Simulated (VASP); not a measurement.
Here is a VASP 6.6.1 calculation.

File INCAR:

```
SYSTEM = Be3TeSe2
PREC = Accurate ; ENCUT = 600
EDIFF = 1E-6 ; ISMEAR = 0
SIGMA = 0.15 ; LREAL = .False.
LASPH = .True. ; NELM = 60
ALGO = Normal ; ISIF = 3
LWAVE = .False. ; LCHARG = .False.
GGA = PE ; IBRION = 2
NSW = 36 ; EDIFFG = -0.08
```

The input KPOINTS:

```
regular mesh
0
Gamma
  4 4 2
  0 0 0
```

The input POSCAR:

```
Be3TeSe2
1.0
    3.7000000000      0.0000000000      0.0000000000
   -1.8500000000      3.2042939900      0.0000000000
    0.0000000000      0.0000000000      9.0600000000
Be Te Se
3 1 2
Direct
    0.6666666700      0.3333333300      0.9166700000
    0.0000000000      0.0000000000      0.2500000000
    0.3333333300      0.6666666700      0.5833300000
    0.0000000000      0.0000000000      0.0000000000
    0.6666666700      0.3333333300      0.6666700000
    0.3333333300      0.6666666700      0.3333300000
```

Potentials or basis: VASP PAW PBE potentials, release 64 (Be, Te, Se).

Launch:

```sh
$ cat potpaw_PBE.64/Be/POTCAR potpaw_PBE.64/Te/POTCAR potpaw_PBE.64/Se/POTCAR > POTCAR
$ mpirun -np 1 vasp_std > vasp.out
```

Problem. Predict the band gap on the k mesh.

Solution. 1.80 eV, indirect (least direct gap 2.57 eV).

Problem. Estimate the relaxed volume.

Solution. 19.24 Å³/atom.

Forces in eV/Å, atoms in the order of the input:
```
Be   0.000  0.000 -0.016
Be   0.000  0.000 -0.037
Be   0.000  0.000 -0.018
Te   0.000  0.000  0.025
Se   0.000  0.000  0.000
Se   0.000  0.000  0.045
```

Caveat: the k points lie up to 0.48 Å⁻¹ apart in the final cell; spin-orbit coupling is left out, which moves the levels of the heavy elements; the relaxation stopped at a loose force limit of 0.08 eV/Å, so its end isn't a converged minimum. PBE gaps usually lie below the measured ones, often by a third to a half.
